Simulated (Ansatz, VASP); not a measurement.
Two plane-wave programs on In2Sb2Cl

```
CELL_PARAMETERS angstrom
4.62939 0.00000 0.00000
-2.31469 4.00917 0.00000
0.00000 0.00000 22.01518
ATOMIC_POSITIONS crystal
Sb 0.00000 0.00000 0.18169
Sb 0.33333 0.66667 0.36093
In 0.33333 0.66667 0.22462
In 0.66667 0.33333 0.39587
Cl 0.66667 0.77778 0.54577
```

Alike in both runs: task single point; functional PBE; dispersion D3(BJ); k mesh 6 × 6 × 1; occupations gaussian, width 0.1 eV; no spin polarisation.

|  | VASP | Ansatz |
| --- | --- | --- |
| version | VASP 6.6.1 | Ansatz 0.2.0 |
| potentials or method | VASP PAW PBE potentials, release 64 (Sb, In_d, Cl), cutoff 520 eV | scalar-relativistic, plane waves, PAW |
| valence electrons in the cell | 43 | 63 |

Ansatz gave:

| Property | Result |
| --- | --- |
| gap on the k mesh at the Fermi level (eV) | none |
| rms of the force components (eV/Å) | 0.313 |
| work function, face that differs most (eV) | 5.26 |

Task: Estimate VASP's values.

Result: gap on the k mesh at the Fermi level (eV): none; rms of the force components (eV/Å): 0.314; work function, face that differs most (eV): 5.25.

A gap of «none» marks a metal or a gap that the smearing closes. VASP's potentials hold 43 valence electrons a cell and Ansatz's 63, so a difference there can come from the potentials and not from the codes.

Spin-orbit coupling is off throughout.
